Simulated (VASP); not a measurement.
# Si6O11 (a cell with a defect): single point with PBE

The system is Si6O11 (a cell with a defect).

```
CELL_PARAMETERS angstrom
-2.51033 4.34801 0.00000
0.00000 0.00000 5.50927
7.53098 4.34801 0.00000
ATOMIC_POSITIONS crystal
Si 0.76175 0.33333 0.23825
Si 0.26175 0.33333 0.73825
Si 0.97650 0.66667 0.50000
Si 0.47650 0.66667 0.00000
Si 0.26175 0.00000 0.26175
Si 0.76175 0.00000 0.76175
O 0.04865 0.20557 0.20723
O 0.54865 0.20557 0.70723
O 0.78651 0.53891 0.37206
O 0.28651 0.53891 0.87206
O 0.66483 0.87224 0.92071
O 0.28651 0.79443 0.12794
O 0.78651 0.79443 0.62794
O 0.66483 0.46109 0.07929
O 0.16483 0.46109 0.57929
O 0.45270 0.06388 0.32476
O 0.04865 0.12776 0.79277
```

This cell differs from its parent crystal: atoms taken out, atom 16 moved 0.250 of the way to it and +0.000 Å across, host rigid.

```
Program             : VASP 6.6.1
Task                : single point
Functional          : PBE
Potentials or basis : VASP PAW PBE potentials, release 64 (Si, O)
Cutoff              : 520 eV
k mesh              : 4 × 4 × 2
Occupations         : gaussian, width 0.05 eV
Spin                : no spin polarisation
```

```
Largest force : 56.897 eV/Å
```

Forces in eV/Å, atoms in the order of the input:
```
Si   -0.958  -0.437   0.594
Si    1.142   1.551  -0.282
Si    3.282  -0.131  -2.925
Si   -0.913  -1.174  -0.024
Si   -2.962 -51.857 -16.277
Si    1.224   0.443   1.394
O     1.624  -1.292  -0.711
O    -0.309  -0.136  -0.115
O    -0.060   0.038   0.397
O    -0.019   0.067   0.064
O     0.127   0.086  -0.271
O     1.614  -0.431   0.212
O    -2.031  -0.093  -0.250
O     1.364   1.130  -1.643
O    -1.508  -1.338   1.358
O    -1.223  53.813  18.437
O    -0.395  -0.239   0.042
```

Levels at points of the mesh, in eV from the Fermi level:
```tsv
k point	band 42	band 43	band 44	band 45	band 46	band 47
(0.00, 0.00, 0.00)	-0.65	-0.41	-0.09	-0.03	3.66	4.93
(0.50, 0.00, 0.00)	-0.83	-0.23	-0.12	0.26	3.32	5.04
(0.00, 0.50, 0.00)	-0.53	-0.39	-0.05	0.23	3.24	5.08
(0.50, 0.50, 0.00)	-0.65	-0.54	-0.45	0.16	3.85	4.87
(0.00, 0.00, 0.50)	-0.68	-0.38	-0.08	0.09	3.57	4.85
(0.50, 0.00, 0.50)	-0.78	-0.24	-0.12	0.19	3.35	5.03
(0.00, 0.50, 0.50)	-0.55	-0.43	-0.04	0.28	3.23	5.06
(0.50, 0.50, 0.50)	-0.63	-0.54	-0.41	0.09	3.85	4.87
```

Wall time 7.9 min on 1 thread of AMD EPYC 7R13, on a shared host, peak memory 0.42 GiB.

Caveat: the k points lie up to 0.36 Å⁻¹ apart; the cell carries a net charge on a neutralising background, which shifts energy and pressure; the cell differs from its parent crystal (atoms taken out, atom 16 moved 0.250 of the way to it and +0.000 Å across, host rigid); the cell is charged against a uniform background, so pressure and absolute levels hang on convention; atoms lie so close that the PAW spheres overlap strongly, which falsifies energies and pressures.
